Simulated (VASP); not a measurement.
# SiC (P6_3mc) in VASP: relaxation of cell and atoms with PBE

Aim: the relaxation of cell and atoms of SiC with PBE.

All numbers are computed with VASP 6.6.1; they aren't measurements. Logs are shortened: lines on timing, memory, paths and dates and some standing lists are left out, and cuts for length are marked.

## 1. The cell of the first run

Symmetry: P6_3mc, No. 186, hexagonal system. The conventional cell has a = 3.079 Å, b = 3.079 Å, c = 20.146 Å, α = 90.00°, β = 90.00°, γ = 120.00°. Within 2.5 Å of Si (site symmetry 3m) lie 4 C at 1.88 to 1.89 Å. Si (site symmetry 3m) has 4 C at 1.88 to 1.89 Å within 2.5 Å. Si (site symmetry 3m) has 4 C at 1.88 to 1.89 Å within 2.5 Å. Si (site symmetry 3m) has 4 C at 1.88 to 1.89 Å within 2.5 Å. C (site symmetry 3m) has 4 Si at 1.88 to 1.89 Å within 2.5 Å. C (site symmetry 3m) has 4 Si at 1.88 to 1.89 Å within 2.5 Å. Within 2.5 Å of C (site symmetry 3m) lie 4 Si at 1.88 to 1.89 Å. C (site symmetry 3m) has 4 Si at 1.88 to 1.89 Å within 2.5 Å.

## 2. Relaxation of cell and atoms, PBE

INCAR reads:

```
SYSTEM = SiC
PREC = Accurate ; ENCUT = 600
EDIFF = 1E-6 ; ISMEAR = 0
SIGMA = 0.02 ; LREAL = Auto
LASPH = .TRUE. ; NELM = 100
ALGO = Normal ; ISIF = 3
LWAVE = .FALSE. ; LCHARG = .FALSE.
GGA = PE ; IBRION = 2
NSW = 100 ; EDIFFG = -0.005
```

KPOINTS reads:

```
Automatic mesh
0
G
  12 12 2
  0 0 0
```

POSCAR reads:

```
SiC
1.0
    3.0790000000      0.0000000000      0.0000000000
   -1.5395000000      2.6664922183      0.0000000000
    0.0000000000      0.0000000000     20.1460000000
Si C
8 8
Direct
    0.3333333333      0.6666666667      0.2500000000
    0.6666666667      0.3333333333      0.7500000000
    0.3333333333      0.6666666667      0.6250000000
    0.6666666667      0.3333333333      0.1250000000
    0.0000000000      0.0000000000      0.0000000000
    0.0000000000      0.0000000000      0.5000000000
    0.3333333333      0.6666666667      0.8750000000
    0.6666666667      0.3333333333      0.3750000000
    0.3333333333      0.6666666667      0.9690000000
    0.6666666667      0.3333333333      0.4690000000
    0.0000000000      0.0000000000      0.0940000000
    0.0000000000      0.0000000000      0.5940000000
    0.3333333333      0.6666666667      0.3440000000
    0.6666666667      0.3333333333      0.8440000000
    0.3333333333      0.6666666667      0.7190000000
    0.6666666667      0.3333333333      0.2190000000
```

Potentials or basis: VASP PAW PBE potentials, release 64 (Si, C).

Command:

```bash
$ cat potpaw_PBE.64/Si/POTCAR potpaw_PBE.64/C/POTCAR > POTCAR
$ mpirun -np 1 vasp_std > vasp.out
```

OUTCAR:

```text
SYSTEM = SiC
   PREC = Accurate
   ENCUT = 600
   EDIFF = 1E-6
   ISMEAR = 0
   LREAL = Auto
   LASPH = .TRUE.
   NELM = 100
   ISIF = 3
   GGA = PE
   IBRION = 2
   NSW = 100
   EDIFFG = -0.005

 ion  position               nearest neighbor table
   1  0.333  0.667  0.250-  16 1.88  16 1.88  16 1.88  13 1.89   8 3.08   4 3.08   4 3.08   8 3.08
                             8 3.08   4 3.08
   2  0.667  0.333  0.750-  15 1.88  15 1.88  15 1.88  14 1.89   3 3.08   7 3.08   7 3.08   3 3.08
                             7 3.08   3 3.08
   3  0.333  0.667  0.625-  12 1.88  12 1.88  12 1.88  15 1.89   6 3.08   2 3.08   2 3.08   6 3.08
                             6 3.08   2 3.08
   4  0.667  0.333  0.125-  11 1.88  11 1.88  11 1.88  16 1.89   5 3.08   1 3.08   1 3.08   5 3.08
                             5 3.08   1 3.08
   5  0.000  0.000  0.000-   9 1.88   9 1.88   9 1.88  11 1.89   7 3.08   4 3.08   7 3.08   4 3.08
                             7 3.08   4 3.08
   6  0.000  0.000  0.500-  10 1.88  10 1.88  10 1.88  12 1.89   8 3.08   3 3.08   8 3.08   3 3.08
                             3 3.08   8 3.08
   7  0.333  0.667  0.875-  14 1.88  14 1.88  14 1.88   9 1.89   2 3.08   5 3.08   2 3.08   5 3.08
                             5 3.08   2 3.08
   8  0.667  0.333  0.375-  13 1.88  13 1.88  13 1.88  10 1.89   6 3.08   1 3.08   1 3.08   6 3.08
                             6 3.08   1 3.08
   9  0.333  0.667  0.969-   5 1.88   5 1.88   5 1.88   7 1.89
  10  0.667  0.333  0.469-   6 1.88   6 1.88   6 1.88   8 1.89
  11  0.000  0.000  0.094-   4 1.88   4 1.88   4 1.88   5 1.89
  12  0.000  0.000  0.594-   3 1.88   3 1.88   3 1.88   6 1.89
  13  0.333  0.667  0.344-   8 1.88   8 1.88   8 1.88   1 1.89
  14  0.667  0.333  0.844-   7 1.88   7 1.88   7 1.88   2 1.89
  15  0.333  0.667  0.719-   2 1.88   2 1.88   2 1.88   3 1.89
  16  0.667  0.333  0.219-   1 1.88   1 1.88   1 1.88   4 1.89

  LATTYP: Found a hexagonal cell.
 ALAT       =     3.0790000000
 C/A-ratio  =     6.5430334524

  Lattice vectors:

 A1 = (   3.0790000000,   0.0000000000,   0.0000000000)
 A2 = (  -1.5395000000,   2.6664922183,   0.0000000000)
 A3 = (   0.0000000000,   0.0000000000,  20.1460000000)

Analysis of symmetry for initial positions (statically):
=====================================================================
 Subroutine PRICEL returns:
 Original cell was already a primitive cell.

 Routine SETGRP: Setting up the symmetry group for a
 hexagonal supercell.

 Subroutine GETGRP returns: Found 12 space group operations
 (whereof  6 operations were pure point group operations)
 out of a pool of 24 trial point group operations.

The static configuration has the point symmetry C_3v.
 The point group associated with its full space group is C_6v.

[... 167 lines left out ...]
   LHFCALC =     F    Hartree Fock is set to
   AEXX    =    0.0000 exact exchange contribution
   IVDW    =     0    specifies the selected vdW correction
   LEPSILON=     F    determine dielectric tensor
   LRPA    =     F    only Hartree local field effects (RPA)
 conjugate gradient relaxation of ions
 non-spin polarized calculation
 Gauss-broadening in eV      SIGMA  =   0.02
  energy-cutoff  :      600.00
  volume of cell :      165.40
 maximum number of plane-waves:      5580
 NGX is ok and might be reduce to    28
   NGX = 13   NGY = 13   NGZ = 81

--------------------------------------- Ionic step        1  -------------------------------------------

 number of electron      64.0000000 magnetization

 Free energy of the ion-electron system (eV)
  ---------------------------------------------------
  ext. energy  EPLUGINS =         0.00000000
  ---------------------------------------------------
  free energy    TOTEN  =      -120.48146773 eV

  energy without entropy =     -120.48146773  energy(sigma->0) =     -120.48146773

------------------------ aborting loop because EDIFF is reached ----------------------------------------

  FORCE on cell =-STRESS in cart. coord.  units (eV):
  Direction    XX          YY          ZZ          XY          YZ          ZX
  --------------------------------------------------------------------------------------
  -------------------------------------------------------------------------------------
  Total        3.5556628      3.5556628      2.8399457      0.0000000      0.0000000      0.0000000
  in kB       34.4423129     34.4423129     27.5094420      0.0000000      0.0000000      0.0000000
  external PRESSURE =      32.1313560 kB  Pullay stress =       0.0000000 kB
[... 131 lines left out ...]
  FREE ENERGIE OF THE ION-ELECTRON SYSTEM (eV)
  ---------------------------------------------------
  free  energy   TOTEN  =      -120.5073126260 eV

  energy  without entropy=     -120.5073126260  energy(sigma->0) =     -120.50731263

[... ionic steps 4 to 7 ...]

--------------------------------------- Ionic step        8  -------------------------------------------

 number of electron      64.0000000 magnetization

------------------------ aborting loop because EDIFF is reached ----------------------------------------
[... 95 lines left out ...]
--------------------------------------- Ionic step       10  -------------------------------------------

 number of electron      64.0000000 magnetization

 Free energy of the ion-electron system (eV)
  ---------------------------------------------------
  ext. energy  EPLUGINS =         0.00000000
  ---------------------------------------------------
  free energy    TOTEN  =      -120.50755980 eV

  energy without entropy =     -120.50755980  energy(sigma->0) =     -120.50755980

 E-fermi :   8.1280     XC(G=0): -11.2941

 val. band max:        7.9856309080   @ k =   0.0000   0.0000   0.0000
 cond. band min:       9.7617824006   @ k =   0.5000   0.0000   0.0000
 fundamental gap:      1.7761514927
 Fermi energy:         8.1279713875

 k-point     1 :       0.0000    0.0000    0.0000
  band No.  band energies     occupation
      1      -7.3494      2.00000
      2      -7.0665      2.00000
      3      -7.0289      2.00000
      4      -6.1760      2.00000
      5      -6.1579      2.00000
      6      -4.8452      2.00000
[... 1045 lines left out ...]
     40      13.4196      0.00000
     41      13.8638      0.00000

 [... further k-points ...]

------------------------ aborting loop because EDIFF is reached ----------------------------------------

  FORCE on cell =-STRESS in cart. coord.  units (eV):
  Direction    XX          YY          ZZ          XY          YZ          ZX
  --------------------------------------------------------------------------------------
  -------------------------------------------------------------------------------------
  Total       -0.0053977     -0.0053977      0.0014647      0.0000000      0.0000000      0.0000000
  in kB       -0.0515196     -0.0515196      0.0139798      0.0000000      0.0000000      0.0000000
  external PRESSURE =      -0.0296864 kB  Pullay stress =       0.0000000 kB
[... 31 lines left out ...]
  FREE ENERGIE OF THE ION-ELECTRON SYSTEM (eV)
  ---------------------------------------------------
  free  energy   TOTEN  =      -120.5075597956 eV

  energy  without entropy=     -120.5075597956  energy(sigma->0) =     -120.50755980

 reached required accuracy - stopping structural energy minimisation
```

OSZICAR:

```text
N       E                     dE             d eps       ncg     rms          rms(c)
DAV:   1     0.223762790056E+03    0.22376E+03   -0.32256E+04  3116   0.157E+03
DAV:   2    -0.115129567867E+03   -0.33889E+03   -0.32361E+03  4059   0.250E+02
DAV:   3    -0.134906440484E+03   -0.19777E+02   -0.19634E+02  3798   0.606E+01
[... 65 lines left out ...]
       N       E                     dE             d eps       ncg     rms          rms(c)
DAV:   1    -0.120507561289E+03   -0.11531E-04   -0.11985E-03  3207   0.181E-01    0.119E-02
DAV:   2    -0.120507561211E+03    0.77461E-07   -0.30078E-05  3932   0.253E-02    0.640E-03
DAV:   3    -0.120507560155E+03    0.10564E-05   -0.12118E-06  2527   0.694E-03    0.354E-03
DAV:   4    -0.120507559796E+03    0.35900E-06   -0.23883E-06  2161   0.702E-03
  10 F= -.12050756E+03 E0= -.12050756E+03  d E =-.102040E-04
```

CONTCAR:

```text
SiC
   1.00000000000000
     3.0946955093521256    0.0000000000000000    0.0000000000000000
    -1.5473477546760628    2.6800849281250056    0.0000000000000000
    -0.0000000000000000    0.0000000000000000   20.2386076888338806
  Si              C
     8     8
Direct
     0.3333333332999970    0.6666666667000030    0.2501088974056991
     0.6666666667000030    0.3333333332999970    0.7501088974056992
     0.3333333332999970    0.6666666667000030    0.6250091654206266
     0.6666666667000030    0.3333333332999970    0.1250091654206266
     1.0000000000000000    0.0000000000000000    0.0000900069342400
     0.0000000000000000    1.0000000000000000    0.5000900069342400
[... 8 lines left out ...]
     0.3333333332999970    0.6666666667000030    0.7187374059926818
     0.6666666667000030    0.3333333332999970    0.2187374059926818

  0.00000000E+00  0.00000000E+00  0.00000000E+00
  0.00000000E+00  0.00000000E+00  0.00000000E+00
  0.00000000E+00  0.00000000E+00  0.00000000E+00
  0.00000000E+00  0.00000000E+00  0.00000000E+00
  0.00000000E+00  0.00000000E+00  0.00000000E+00
  0.00000000E+00  0.00000000E+00  0.00000000E+00
[... 8 lines left out ...]
  0.00000000E+00  0.00000000E+00  0.00000000E+00
  0.00000000E+00  0.00000000E+00  0.00000000E+00
```

It took 34 min on 1 thread of Intel Xeon Platinum 8259CL at 2.50GHz (Skylake/Cascade Lake), shared host; peak memory 0.47 GiB.

Results:

```yaml
Free_energy: -120.5076 eV
Relaxed_volume: 10.49 Å³/atom
Relaxed_cell: a = 3.095 Å, b = 3.095 Å, c = 20.239 Å, α = 90.00°, β = 90.00°, γ = 120.00°
Space_group_after_relaxing_to_0.1_Å: P6_3mc (No. 186)
Energy_gained_by_relaxing: 1.6 meV/atom
Ionic_steps: 10
Pressure_after_relaxing: 0.0 GPa
Band_gap_on_the_k_mesh: 1.78 eV (least direct gap 2.86 eV)
```

Forces on the atoms (eV/Å):
```
Si   0.000  0.000 -0.001
Si   0.000  0.000 -0.001
Si   0.000  0.000 -0.002
Si   0.000  0.000 -0.002
Si   0.000  0.000  0.000
Si   0.000  0.000  0.000
Si   0.000  0.000 -0.001
Si   0.000  0.000 -0.001
C    0.000  0.000  0.000
C    0.000  0.000  0.000
C    0.000  0.000  0.001
C    0.000  0.000  0.001
C    0.000  0.000  0.003
C    0.000  0.000  0.003
C    0.000  0.000  0.000
C    0.000  0.000  0.000
```

The path:
```
step  energy change (eV)  largest force (eV/Å)  pressure (GPa)  volume (Å³)
   1              0.0000                0.1573            3.21       165.40
   2              0.0011                0.1247           -3.11       170.41
   3             -0.0258                0.0299            0.01       167.85
   4             -0.0258                0.0323           -0.05       167.90
   5             -0.0260                0.0266           -0.09       167.93
   6             -0.0260                0.0221           -0.08       167.93
   7             -0.0261                0.0080            0.05       167.82
   8             -0.0261                0.0077            0.03       167.84
   9             -0.0261                0.0077            0.02       167.84
  10             -0.0261                0.0027            0.00       167.86
```

Final structure:
```
Si C
1.0
     3.09470    0.00000    0.00000
    -1.54735    2.68008    0.00000
     0.00000    0.00000   20.23861
Si C
8 8
Direct
  0.33333 0.66667 0.25011
  0.66667 0.33333 0.75011
  0.33333 0.66667 0.62501
  0.66667 0.33333 0.12501
  0.00000 0.00000 0.00009
  0.00000 0.00000 0.50009
  0.33333 0.66667 0.87517
  0.66667 0.33333 0.37517
  0.33333 0.66667 0.96891
  0.66667 0.33333 0.46891
  0.00000 0.00000 0.09387
  0.00000 0.00000 0.59387
  0.33333 0.66667 0.34411
  0.66667 0.33333 0.84411
  0.33333 0.66667 0.71874
  0.66667 0.33333 0.21874
```

Levels at points of the mesh, in eV from the valence-band top:
```
           k point  band 29  band 30  band 31  band 32  band 33  band 34  band 35  band 36
(0.00, 0.00, 0.00)    -0.18    -0.03     0.00     0.00     5.09     5.16     5.48     5.74
(0.50, 0.00, 0.00)    -1.53    -1.49    -1.40    -1.08     1.78     1.96     2.84     3.10
(0.00, 0.00, 0.50)    -0.05    -0.05    -0.05    -0.05     5.12     5.12     5.59     5.59
(0.50, 0.00, 0.50)    -1.61    -1.61    -1.20    -1.20     1.90     1.90     2.89     2.89
```

A k mesh can miss the band edges. PBE gaps usually lie below the measured ones, often by a third to a half.
